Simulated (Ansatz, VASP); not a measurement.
**Rb2Cd6Pd in VASP and in Ansatz**

```
CELL_PARAMETERS angstrom
0.00000 4.94003 4.94003
4.94003 0.00000 4.94003
4.94003 4.94003 0.00000
ATOMIC_POSITIONS crystal
Cd 0.76200 0.23800 0.23800
Cd 0.23800 0.76200 0.23800
Cd 0.23800 0.76200 0.76200
Cd 0.76200 0.23800 0.76200
Cd 0.23800 0.23800 0.76200
Cd 0.76200 0.76200 0.23800
Pd 0.00000 0.00000 0.00000
Rb 0.25000 0.25000 0.25000
Rb 0.75000 0.75000 0.75000
```

Alike in both runs: task single point; functional PBE; k mesh 6 × 6 × 6; occupations gaussian, width 0.1617 eV; no spin polarisation.

```csv
,VASP,Ansatz
version,VASP 6.6.1,Ansatz 0.2.0
potentials or method,"VASP PAW PBE potentials, release 64 (Cd, Pd, Rb_sv), cutoff 520 eV",PAW plane waves
valence electrons in the cell,100,156
```

|  | VASP | Ansatz | Ansatz less VASP |
| --- | --- | --- | --- |
| pressure (GPa) | 14.6 | 14.1 | -0.48 |
| rms of the force components (eV/Å) | 2.030 | 1.965 | -0.0642 |

Atom by atom the forces differ by 0.064 eV/Å (rms over components). VASP's potentials hold 100 valence electrons a cell and Ansatz's 156, so a difference there can come from the potentials and not from the codes.
